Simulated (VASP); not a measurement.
# HfN (P2_1/m) in VASP: notebook, part 2 of 2

VASP 6.6.1. Earlier steps stand in the parts before.

### Step 4. Single point, LDA

The input, INCAR:

```
PREC     = Accurate       # precision mode
ENCUT    = 520            # plane-wave cutoff, eV
EDIFF    = 1E-7           # SCF threshold, eV
ISMEAR   = -1             # smearing method
SIGMA    = 0.15           # smearing width, eV
LREAL    = False          # projectors in reciprocal space
LASPH    = True           # aspherical terms in the spheres
NELM     = 80             # most SCF steps
ALGO     = Normal         # electronic algorithm
ISIF     = 2              # what is computed and relaxed
LWAVE    = False          # write WAVECAR
LCHARG   = True           # write CHGCAR
GGA      = CA             # functional
LELF     = True           # ELF
LVHAR    = True         
NBANDS   = 23             # bands
```

The input, KPOINTS:

```
Automatic mesh
0
Gamma
  13 13 7
```

The input, POSCAR:

```
HfN
1.0
    3.1339080000      0.0470086200      0.0000000000
   -1.5262433400      2.6905396900      0.0000000000
    0.0000000000      0.0000000000      5.4167680000
Hf N
2 2
Direct
    0.6666666667      0.3333333333      0.7500000000
    0.3333333333      0.6666666667      0.2500000000
    0.0000000000      0.0000000000      0.0000000000
    0.0000000000      0.0000000000      0.5000000000
```

Potentials or basis: VASP PAW LDA potentials, release 64 (Hf_pv, N).

Launch:

```bash
$ cat potpaw_LDA.64/Hf_pv/POTCAR potpaw_LDA.64/N/POTCAR > POTCAR
$ mpirun -np 1 vasp_std > vasp.out
```

OUTCAR:

```text
PREC = Accurate
   ENCUT = 520
   EDIFF = 1E-7
   ISMEAR = -1
   LREAL = False
   LASPH = True
   NELM = 80
   ISIF = 2
   GGA = CA

 ion  position               nearest neighbor table
   1  0.667  0.333  0.750-   3 2.24   4 2.24   3 2.26   4 2.26   3 2.28   4 2.28   2 3.24   2 3.24
                             2 3.26   2 3.26   2 3.27   2 3.27
   2  0.333  0.667  0.250-   3 2.24   4 2.24   3 2.26   4 2.26   3 2.28   4 2.28   1 3.24   1 3.24
                             1 3.26   1 3.26   1 3.27   1 3.27
   3  0.000  0.000  0.000-   1 2.24   2 2.24   2 2.26   1 2.26   1 2.28   2 2.28
   4  0.000  0.000  0.500-   1 2.24   2 2.24   2 2.26   1 2.26   1 2.28   2 2.28

  Warning from LATTYP: Monoclinic adjustment (A1->A3, A2->A1, A3->A2)!
  LATTYP: Found a simple monoclinic cell.
 ALAT       =     3.0932866916
 B/A-ratio  =     1.7511367487
 C/A-ratio  =     1.0132460575
 COS(beta)  =    -0.4803040451

  Lattice vectors:

 A1 = (  -1.5262433400,   2.6905396900,   0.0000000000)
 A2 = (   0.0000000000,   0.0000000000,   5.4167680000)
 A3 = (   3.1339080000,   0.0470086200,   0.0000000000)

Analysis of symmetry for initial positions (statically):
=====================================================================
 Subroutine PRICEL returns:
 Original cell was already a primitive cell.

 Routine SETGRP: Setting up the symmetry group for a
 simple monoclinic supercell.

 Subroutine GETGRP returns: Found  4 space group operations
 (whereof  2 operations were pure point group operations)
 out of a pool of  4 trial point group operations.

The static configuration has the point symmetry S_2 .
 The point group associated with its full space group is C_2h.

Analysis of symmetry for dynamics (positions and initial velocities):
=====================================================================
[... 130 lines left out ...]
   ISMEAR =    -1;   SIGMA  =   0.15  broadening in eV -4-tet -1-fermi 0-gaus
   EFERMI_NEDOS =   21; number of points for ismear=-14 and -15
   IALGO  =     38    algorithm
   IMIX   =      4    mixing-type and parameters
     AMIX     =   0.40;   BMIX     =  1.00
     AMIX_MAG =   1.60;   BMIX_MAG =  1.00
  volume/ion in A,a.u.               =      11.52        77.71
  Fermi-wavevector in a.u.,A,eV,Ry     =   1.419058  2.681630 27.398386  2.013725
  Thomas-Fermi vector in A             =   2.540118
   LORBIT       =      0    0 simple, 1 ext, 2 COOP (PROOUT), +10 PAW based schemes
   GGA     = CA    functional components
   LHFCALC =     F    Hartree Fock is set to
   AEXX    =    0.0000 exact exchange contribution
   IVDW    =     0    specifies the selected vdW correction
   LEPSILON=     F    determine dielectric tensor
   LRPA    =     F    only Hartree local field effects (RPA)
 non-spin polarized calculation
  energy-cutoff  :      520.00
  volume of cell :       46.06
 maximum number of plane-waves:      1262
   NGX = 11   NGY = 11   NGZ = 21

 number of electron      30.0000006 magnetization

 Free energy of the ion-electron system (eV)
  ---------------------------------------------------
  ext. energy  EPLUGINS =         0.00000000
  ---------------------------------------------------
  free energy    TOTEN  =       -47.56396639 eV

  energy without entropy =      -47.48840323  energy(sigma->0) =      -47.52618481

 E-fermi :   7.7430     XC(G=0): -12.9913

 val. band max:        7.7430053732   @ k =   0.3077   0.3077   0.2857
 cond. band min:       7.7441009661   @ k =   0.0769   0.3077   0.4286
 fundamental gap:      0.0010955929
 Fermi energy:         7.7430352343

 k-point     1 :       0.0000    0.0000    0.0000
  band No.  band energies     occupation
      1     -23.7663      2.00000
      2     -22.8855      2.00000
      3     -22.8028      2.00000
      4     -22.7629      2.00000
      5     -22.7397      2.00000
      6     -22.7011      2.00000
[... 613 lines left out ...]
     22      13.4888      0.00000
     23      13.9703      0.00000

 [... further k-points ...]

------------------------ aborting loop because EDIFF is reached ----------------------------------------

  FORCE on cell =-STRESS in cart. coord.  units (eV):
  Direction    XX          YY          ZZ          XY          YZ          ZX
  --------------------------------------------------------------------------------------
  -------------------------------------------------------------------------------------
  Total       -2.7900069     -2.7171228     -2.8784554     -1.6384943      0.0000000      0.0000000
  in kB      -97.0443422    -94.5092290   -100.1208342    -56.9914738      0.0000000      0.0000000
  external PRESSURE =     -97.2248018 kB  Pullay stress =       0.0000000 kB

 VOLUME and BASIS-vectors are now :
 -----------------------------------------------------------------------------
  energy-cutoff  :      520.00
  volume of cell :       46.06
      direct lattice vectors                 reciprocal lattice vectors
     3.133908000  0.047008620  0.000000000     0.316398199  0.179480959  0.000000000
    -1.526243340  2.690539690  0.000000000    -0.005528052  0.368536785  0.000000000
     0.000000000  0.000000000  5.416768000     0.000000000  0.000000000  0.184611931

 POSITION                                       TOTAL-FORCE (eV/Angst)
 -----------------------------------------------------------------------------------
      1.58052      0.92819      4.06258         0.056475      0.006110      0.000000
      0.02714      1.80936      1.35419        -0.056475     -0.006110     -0.000000
      0.00000      0.00000      0.00000         0.000000      0.000000      0.000000
      0.00000      0.00000      2.70838         0.000000      0.000000      0.000000
 -----------------------------------------------------------------------------------
    total drift:                               -0.000000      0.000000     -0.000000

  FREE ENERGIE OF THE ION-ELECTRON SYSTEM (eV)
  ---------------------------------------------------
  free  energy   TOTEN  =       -47.5639663906 eV

  energy  without entropy=      -47.4884032324  energy(sigma->0) =      -47.52618481
```

OSZICAR:

```text
N       E                     dE             d eps       ncg     rms          rms(c)
DAV:   1     0.105367232151E+03    0.10537E+03   -0.16593E+04 15664   0.130E+03
DAV:   2    -0.478108676321E+02   -0.15318E+03   -0.14509E+03 20252   0.305E+02
DAV:   3    -0.536110373245E+02   -0.58002E+01   -0.57501E+01 20269   0.463E+01
DAV:   4    -0.536595739505E+02   -0.48537E-01   -0.48484E-01 18251   0.457E+00
DAV:   5    -0.536601993767E+02   -0.62543E-03   -0.62526E-03 21310   0.422E-01    0.756E+01
DAV:   6    -0.478370667487E+02    0.58231E+01   -0.27923E+01 18258   0.267E+01    0.584E+01
DAV:   7    -0.476336789447E+02    0.20339E+00   -0.23091E+00 18228   0.885E+00    0.239E+01
DAV:   8    -0.475720618470E+02    0.61617E-01   -0.23294E-01 21487   0.284E+00    0.367E+00
DAV:   9    -0.475646582855E+02    0.74036E-02   -0.34546E-02 17937   0.113E+00    0.293E+00
DAV:  10    -0.475643614386E+02    0.29685E-03   -0.80377E-03 19646   0.556E-01    0.137E+00
DAV:  11    -0.475639641675E+02    0.39727E-03   -0.17376E-03 19308   0.251E-01    0.822E-02
DAV:  12    -0.475639670880E+02   -0.29205E-05   -0.83886E-05 19483   0.612E-02    0.116E-01
DAV:  13    -0.475639663615E+02    0.72647E-06   -0.35709E-06 19171   0.115E-02    0.112E-02
DAV:  14    -0.475639663906E+02   -0.29097E-07   -0.11610E-07 13979   0.236E-03
   1 F= -.47563966E+02 E0= -.47526185E+02  d E =-.755632E-01
```

stdout:

```text
POSCAR found type information on POSCAR HfN
 POSCAR found :  2 types and       4 ions
 scaLAPACK will be used
 LDA part: xc-table for (Slater(with rela. corr.)+CA(PZ))
 , standard interpolation
 POSCAR, INCAR and KPOINTS ok, starting setup
 FFT: planning ... GRIDC
 FFT: planning ... GRID_SOFT
 FFT: planning ... GRID
 WAVECAR not read
 entering main loop
```

Wall time 4.6 min (1 thread of Intel Xeon Platinum 8259CL at 2.50GHz (Skylake/Cascade Lake), shared host); peak memory 0.39 GiB.

Results:

```yaml
Free_energy: -47.5640 eV
Pressure: -9.7 GPa
Largest_force: 0.057 eV/Å
Band_gap_on_the_k_mesh: zero (bands 15 and 16 overlap by 1.74 eV)
```

Forces on the atoms (eV/Å):
```
Hf   0.056  0.006  0.000
Hf  -0.056 -0.006  0.000
N    0.000  0.000  0.000
N    0.000  0.000  0.000
```

Levels at points of the mesh, in eV from the Fermi level:
| k point | band 11 | band 12 | band 13 | band 14 | band 15 | band 16 | band 17 | band 18 | band 19 | band 20 |
| --- | --- | --- | --- | --- | --- | --- | --- | --- | --- | --- |
| (0.00, 0.00, 0.00) | -4.53 | -3.59 | -3.48 | -1.66 | -0.63 | 0.43 | 0.98 | 1.23 | 1.72 | 1.91 |

Caveat: the cell stands under tension; spin-orbit coupling is left out, which moves the levels of the heavy elements.

### Step 5. Overview

```csv
cell,gap on the mesh (eV),pressure (GPa),largest force (eV/Å)
"a = 3.134, b = 3.120, c = 5.417 Å, angles 90.0, 90.0, 119.6°, 4 atoms",none,-9.9,0.02
"a = 3.134, b = 3.107, c = 5.417 Å, angles 90.0, 90.0, 119.1°, 4 atoms",none,-9.8,0.04
"a = 3.134, b = 3.093, c = 5.417 Å, angles 90.0, 90.0, 118.7°, 4 atoms",none,-9.7,0.06
```

Alike in all rows: task single point; level LDA; potentials or basis VASP PAW LDA potentials, release 64 (Hf_pv, N); no spin polarisation; k mesh 13 × 13 × 7; cutoff (eV) 520; smearing fermi-dirac 0.15 eV.

Caveats: the cell stands under tension; spin-orbit coupling is left out, which moves the levels of the heavy elements.

Absolute energies hang on the potentials; compare differences alone.

The gap in the log of VASP goes by the Fermi energy; the results here count the filled bands.